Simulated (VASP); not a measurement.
# Al2Au (Fm-3m) in VASP: a series of runs

Al2Au is run at these levels: PBE; tasks: single point.

All numbers are computed with VASP 6.6.1; they aren't measurements. Logs are shortened: lines on timing, memory, paths and dates and some standing lists are left out, and cuts for length are marked.

### 1 The cell of the first run

Symmetry: Fm-3m, No. 225, cubic system. Conventional cell: a = 5.818 Å, b = 5.818 Å, c = 5.818 Å, α = 90.00°, β = 90.00°, γ = 90.00°. Al (site symmetry -43m) has 4 Au at 2.52 Å and 6 Al at 2.91 Å within 3.3 Å. Au (site symmetry m-3m) has 8 Al at 2.52 Å within 3.3 Å.

### 2 Single point, PBE (strained)

INCAR

```
SYSTEM = Al2Au
PREC = Accurate ; ENCUT = 520
EDIFF = 1E-6 ; ISMEAR = 0
SIGMA = 0.1 ; LREAL = .False.
LASPH = .True. ; NELM = 60
ALGO = Normal ; ISIF = 2
LWAVE = .False. ; LCHARG = .False.
GGA = PE ; NBANDS = 16
```

KPOINTS

```
Automatic mesh
0
Gamma
  12 12 12
  0 0 0
```

POSCAR

```
Al2Au
1.0
    0.0000000000      2.9091900000      2.9091900000
    2.9091900000      0.0000000000      2.9091900000
    2.9091900000      2.9091900000      0.0000000000
Al Au
2 1
Direct
    0.2500000000      0.2500000000      0.2500000000
    0.7500000000      0.7500000000      0.7500000000
    0.0000000000      0.0000000000      0.0000000000
```

Potentials or basis: VASP PAW PBE potentials, release 64 (Al, Au).

Launch:

```
cat potpaw_PBE.64/Al/POTCAR potpaw_PBE.64/Au/POTCAR > POTCAR
mpirun -np 1 vasp_std > vasp.out
```

OUTCAR:

```text
SYSTEM = Al2Au
   PREC = Accurate
   ENCUT = 520
   EDIFF = 1E-6
   ISMEAR = 0
   LREAL = .False.
   LASPH = .True.
   NELM = 60
   ISIF = 2
   GGA = PE

 ion  position               nearest neighbor table
   1  0.250  0.250  0.250-   3 2.52   3 2.52   3 2.52   3 2.52   2 2.91   2 2.91   2 2.91   2 2.91
                             2 2.91   2 2.91
   2  0.750  0.750  0.750-   3 2.52   3 2.52   3 2.52   3 2.52   1 2.91   1 2.91   1 2.91   1 2.91
                             1 2.91   1 2.91
   3  0.000  0.000  0.000-   2 2.52   2 2.52   2 2.52   1 2.52   2 2.52   1 2.52   1 2.52   1 2.52

  LATTYP: Found a face centered cubic cell.
 ALAT       =     5.8183800000

  Lattice vectors:

 A1 = (   0.0000000000,   2.9091900000,   2.9091900000)
 A2 = (   2.9091900000,   0.0000000000,   2.9091900000)
 A3 = (   2.9091900000,   2.9091900000,   0.0000000000)

Analysis of symmetry for initial positions (statically):
=====================================================================
 Subroutine PRICEL returns:
 Original cell was already a primitive cell.

 Routine SETGRP: Setting up the symmetry group for a
 face centered cubic supercell.

 Subroutine GETGRP returns: Found 48 space group operations
 (whereof 48 operations were pure point group operations)
 out of a pool of 48 trial point group operations.

The static configuration has the point symmetry O_h .

Analysis of symmetry for dynamics (positions and initial velocities):
=====================================================================
 Subroutine PRICEL returns:
 Original cell was already a primitive cell.

 Routine SETGRP: Setting up the symmetry group for a
 face centered cubic supercell.

 Subroutine GETGRP returns: Found 48 space group operations
 (whereof 48 operations were pure point group operations)
 out of a pool of 48 trial point group operations.

The dynamic configuration has the point symmetry O_h .

 Subroutine INISYM returns: Found 48 space group operations
 (whereof 48 operations are pure point group operations),
 and found     1 'primitive' translations

----------------------------------------------------------------------------------------

                                     Primitive cell

  volume of cell :      49.2432

  direct lattice vectors                    reciprocal lattice vectors
     0.000000000  2.909190000  2.909190000    -0.171869146  0.171869146  0.171869146
     2.909190000  0.000000000  2.909190000     0.171869146 -0.171869146  0.171869146
     2.909190000  2.909190000  0.000000000     0.171869146  0.171869146 -0.171869146

  length of vectors
     4.114215954  4.114215954  4.114215954     0.297686093  0.297686093  0.297686093

  position of ions in fractional coordinates (direct lattice)
     0.250000000  0.250000000  0.250000000
     0.750000000  0.750000000  0.750000000
     0.000000000  0.000000000  0.000000000

  ion indices of the primitive-cell ions
   primitive index   ion index
                 1           1
                 2           2
                 3           3

----------------------------------------------------------------------------------------

 KPOINTS: Automatic mesh

Automatic generation of k-mesh.
 Grid dimensions read from file:
 generate k-points for:   12   12   12

 Generating k-lattice:

  Cartesian coordinates                     Fractional coordinates (reciprocal lattice)
    -0.014322429  0.014322429  0.014322429     0.083333333  0.000000000  0.000000000
     0.014322429 -0.014322429  0.014322429     0.000000000  0.083333333  0.000000000
     0.014322429  0.014322429 -0.014322429     0.000000000  0.000000000  0.083333333

  Length of vectors
     0.024807174  0.024807174  0.024807174

  Shift w.r.t. Gamma in fractional coordinates (k-lattice)
     0.000000000  0.000000000  0.000000000

 Subroutine IBZKPT returns following result:
 ===========================================

 Found     72 irreducible k-points:

 Following reciprocal coordinates:
            Coordinates               Weight
  0.000000  0.000000  0.000000      1.000000
  0.083333  0.000000  0.000000      8.000000
  0.166667  0.000000  0.000000      8.000000
  0.250000  0.000000  0.000000      8.000000
  0.333333  0.000000  0.000000      8.000000
  0.416667  0.000000  0.000000      8.000000
[... 16 lines left out ...]
  0.500000  0.166667  0.000000     24.000000
 -0.416667  0.166667  0.000000     24.000000
 [... further k-points ...]
   k-points           NKPTS =     72   k-points in BZ     NKDIM =     72   number of bands    NBANDS=     16
   number of dos      NEDOS =    301   number of ions     NIONS =      3
   total plane-waves  NPLWV =  32768
   dimension x,y,z NGX =    32 NGY =   32 NGZ =   32
   dimension x,y,z NGXF=    64 NGYF=   64 NGZF=   64
   ions per type =               2   1
   NGX,Y,Z   is equivalent  to a cutoff of  12.93, 12.93, 12.93 a.u.
   NGXF,Y,Z  is equivalent  to a cutoff of  25.86, 25.86, 25.86 a.u.
 SYSTEM =  Al2Au
   PREC   = accura    normal or accurate (medium, high low for compatibility)
   ISTART =      0    job   : 0-new  1-cont  2-samecut
   ICHARG =      2    charge: 1-file 2-atom 10-const
   ISPIN  =      1    spin polarized calculation?
   LNONCOLLINEAR =      F non collinear calculations
   LSORBIT =      F    spin-orbit coupling
   LASPH  =      T    aspherical Exc in radial PAW
   ENCUT  =  520.0 eV  38.22 Ry    6.18 a.u.   7.65  7.65  7.65*2*pi/ulx,y,z
   NELM   =     60;   NELMIN=  2; NELMDL= -5     # of ELM steps
   EDIFF  = 0.1E-05   stopping-criterion for ELM
   LREAL  =      F    real-space projection
   EDIFFG = 0.1E-04   stopping-criterion for IOM
   NSW    =      0    number of steps for IOM
   IBRION =     -1    ionic relax: 0-MD 1-quasi-New 2-CG
   NFREE  =      0    steps in history (QN), initial steepest desc. (CG)
   ISIF   =      2    stress and relaxation
   ISYM   =      2    0-nonsym 1-usesym 2-fastsym
   POTIM  = 0.5000    time-step for ionic-motion
   TEBEG  =    0.0;   TEEND  =   0.0 temperature during run
   PSTRESS=    0.0 pullay stress
   NELECT =      17.0000    total number of electrons
   NUPDOWN=      -1.0000    fix difference up-down
   EMIN   =  10.00;   EMAX   =-10.00  energy-range for DOS
   EFERMI =   0.00;   METHOD = LEGACY
   ISMEAR =     0;   SIGMA  =   0.10  broadening in eV -4-tet -1-fermi 0-gaus
   EFERMI_NEDOS =   21; number of points for ismear=-14 and -15
   IALGO  =     38    algorithm
   IMIX   =      4    mixing-type and parameters
     AMIX     =   0.40;   BMIX     =  1.00
     AMIX_MAG =   1.60;   BMIX_MAG =  1.00
  volume/ion in A,a.u.               =      16.41       110.77
  Fermi-wavevector in a.u.,A,eV,Ry     =   1.148442  2.170241 17.944982  1.318919
  Thomas-Fermi vector in A             =   2.285117
   LORBIT       =      0    0 simple, 1 ext, 2 COOP (PROOUT), +10 PAW based schemes
   GGA     = PE    functional components
   LHFCALC =     F    Hartree Fock is set to
   AEXX    =    0.0000 exact exchange contribution
   IVDW    =     0    specifies the selected vdW correction
   LEPSILON=     F    determine dielectric tensor
   LRPA    =     F    only Hartree local field effects (RPA)
 non-spin polarized calculation
 Gauss-broadening in eV      SIGMA  =   0.10
  energy-cutoff  :      520.00
  volume of cell :       49.24
 maximum number of plane-waves:      1363
   NGX = 15   NGY = 15   NGZ = 15

 number of electron      17.0000000 magnetization

 Free energy of the ion-electron system (eV)
  ---------------------------------------------------
  ext. energy  EPLUGINS =         0.00000000
  ---------------------------------------------------
  free energy    TOTEN  =       -11.72760787 eV

  energy without entropy =      -11.72266262  energy(sigma->0) =      -11.72513525

 E-fermi :   8.9296     XC(G=0): -10.9331

 val. band max:        8.8709665176   @ k =   0.3333   0.1667   0.0000
 cond. band min:       8.9754745989   @ k =  -0.2500   0.0833   0.0000
 fundamental gap:      0.1045080813
 Fermi energy:         8.9295920913

 k-point     1 :       0.0000    0.0000    0.0000
  band No.  band energies     occupation
      1      -2.3360      2.00000
      2       1.7782      2.00000
      3       1.7782      2.00000
      4       1.7782      2.00000
      5       2.8364      2.00000
      6       2.8364      2.00000
[... 8 lines left out ...]
     15      14.9366      0.00000
     16      14.9366      0.00000

 k-point     2 :       0.0833    0.0000    0.0000
  band No.  band energies     occupation
      1      -2.2379      2.00000
      2       1.7483      2.00000
      3       1.8044      2.00000
      4       1.8044      2.00000
      5       2.8304      2.00000
      6       2.8304      2.00000
[... 8 lines left out ...]
     15      14.6497      0.00000
     16      14.7534      0.00000

 k-point     3 :       0.1667    0.0000    0.0000
  band No.  band energies     occupation
      1      -1.9491      2.00000
      2       1.6737      2.00000
      3       1.8724      2.00000
      4       1.8724      2.00000
      5       2.8220      2.00000
      6       2.8220      2.00000
[... 8 lines left out ...]
     15      14.5940      0.00000
     16      15.1163      0.00000

 k-point     4 :       0.2500    0.0000    0.0000
  band No.  band energies     occupation
      1      -1.4914      2.00000
      2       1.5965      2.00000
      3       1.9523      2.00000
      4       1.9523      2.00000
      5       2.8357      2.00000
      6       2.8357      2.00000
[... 8 lines left out ...]
     15      15.5183      0.00000
     16      15.9454      0.00000
[... 324 lines left out ...]
 k-point    22 :       0.4167    0.1667    0.0000
  band No.  band energies     occupation
      1      -0.3814      2.00000
      2       1.4307      2.00000
      3       2.0952      2.00000
      4       2.1729      2.00000
      5       2.8197      2.00000
      6       3.0315      2.00000
[... 8 lines left out ...]
     15      18.6064      0.00000
     16      19.1842      0.00000

 k-point    23 :       0.5000    0.1667    0.0000
  band No.  band energies     occupation
      1       0.0741      2.00000
      2       1.5782      2.00000
      3       2.1087      2.00000
      4       2.1959      2.00000
      5       3.0088      2.00000
      6       3.0363      2.00000
[... 8 lines left out ...]
     15      18.4145      0.00000
     16      19.5348      0.00000

 k-point    24 :      -0.4167    0.1667    0.0000
  band No.  band energies     occupation
      1       0.1408      2.00000
      2       1.6523      2.00000
      3       2.1569      2.00000
      4       2.2001      2.00000
      5       2.9182      2.00000
      6       2.9457      2.00000
[... 8 lines left out ...]
     15      17.4733      0.00000
     16      18.2541      0.00000

 [... further k-points ...]

------------------------ aborting loop because EDIFF is reached ----------------------------------------

  FORCE on cell =-STRESS in cart. coord.  units (eV):
  Direction    XX          YY          ZZ          XY          YZ          ZX
  --------------------------------------------------------------------------------------
  -------------------------------------------------------------------------------------
  Total        5.1756355      5.1756355      5.1756355     -0.0000000      0.0000000     -0.0000000
  in kB      168.3945412    168.3945412    168.3945412     -0.0000000      0.0000000     -0.0000000
  external PRESSURE =     168.3945412 kB  Pullay stress =       0.0000000 kB

 VOLUME and BASIS-vectors are now :
 -----------------------------------------------------------------------------
  energy-cutoff  :      520.00
  volume of cell :       49.24
      direct lattice vectors                 reciprocal lattice vectors
     0.000000000  2.909190000  2.909190000    -0.171869146  0.171869146  0.171869146
     2.909190000  0.000000000  2.909190000     0.171869146 -0.171869146  0.171869146
     2.909190000  2.909190000  0.000000000     0.171869146  0.171869146 -0.171869146

 POSITION                                       TOTAL-FORCE (eV/Angst)
 -----------------------------------------------------------------------------------
      1.45460      1.45460      1.45460        -0.000000     -0.000000     -0.000000
      4.36379      4.36379      4.36379         0.000000      0.000000      0.000000
      0.00000      0.00000      0.00000         0.000000     -0.000000     -0.000000
 -----------------------------------------------------------------------------------
    total drift:                                0.000000     -0.000000      0.000000

  FREE ENERGIE OF THE ION-ELECTRON SYSTEM (eV)
  ---------------------------------------------------
  free  energy   TOTEN  =       -11.7276078713 eV

  energy  without entropy=      -11.7226626194  energy(sigma->0) =      -11.72513525
```

It took 46 s on 1 thread of Intel Xeon 8259CL, shared host; peak memory 0.21 GiB.

What came out:

```
Free energy            : -11.7276 eV
Pressure               : 16.8 GPa
Band gap on the k mesh : zero (an odd number of electrons rules out a gap without spin polarisation)
```

Caveat: the cell differs from its parent crystal (strained); the cell stands under pressure; spin-orbit coupling is left out, which moves the levels of the heavy elements.

### 3 Single point, PBE (strained)

INCAR

```
SYSTEM = Al2Au
PREC     = Accurate       ! precision mode
ENCUT    = 520            ! plane-wave cutoff, eV
EDIFF    = 1E-7           ! SCF threshold, eV
ISMEAR   = 0              ! smearing method
SIGMA    = 0.1            ! smearing width, eV
LREAL    = .False.        ! projectors in reciprocal space
LASPH    = .True.         ! aspherical terms in the spheres
NELM     = 80             ! most SCF steps
ALGO     = Normal         ! electronic algorithm
ISIF     = 2              ! what is computed and relaxed
LWAVE    = .False.        ! write WAVECAR
LCHARG   = .False.        ! write CHGCAR
GGA      = PE             ! functional
NBANDS   = 16             ! bands
```

KPOINTS is that of step 2.

POSCAR

```
Al2Au
1.0
    0.0000000000      2.9745300000      2.9745300000
    2.9745300000      0.0000000000      2.9745300000
    2.9745300000      2.9745300000      0.0000000000
Al Au
2 1
Direct
    0.2500000000      0.2500000000      0.2500000000
    0.7500000000      0.7500000000      0.7500000000
    0.0000000000      0.0000000000      0.0000000000
```

Potentials or basis: VASP PAW PBE potentials, release 64 (Al, Au).

Launch:

```
cat potpaw_PBE.64/Al/POTCAR potpaw_PBE.64/Au/POTCAR > POTCAR
mpirun -np 1 vasp_std > vasp.out
```

It took 62 s on 1 thread of Intel Xeon 8259CL, shared host; peak memory 0.21 GiB.

Results (log left out):

| Property | Result |
| --- | --- |
| Free energy | -11.9683 eV |
| Pressure | 6.4 GPa |
| Band gap on the k mesh | zero (an odd number of electrons rules out a gap without spin polarisation) |

Levels at points of the mesh, in eV from the Fermi level:
| k point | band 6 | band 7 | band 8 | band 9 | band 10 | band 11 | band 12 | band 13 |
| --- | --- | --- | --- | --- | --- | --- | --- | --- |
| (0.00, 0.00, 0.00) | -5.77 | 2.41 | 2.95 | 2.95 | 2.95 | 4.01 | 4.01 | 4.01 |
| (0.50, 0.00, 0.00) | -5.64 | -5.56 | 0.33 | 0.33 | 3.33 | 3.79 | 3.88 | 3.88 |
| (0.50, 0.50, 0.00) | -5.45 | -5.12 | -2.19 | -2.19 | 1.40 | 2.10 | 7.64 | 10.03 |

Caveat: the cell differs from its parent crystal (strained); the cell stands under pressure; spin-orbit coupling is left out, which moves the levels of the heavy elements.

The gap in the log of VASP goes by the Fermi energy; the results here count the filled bands.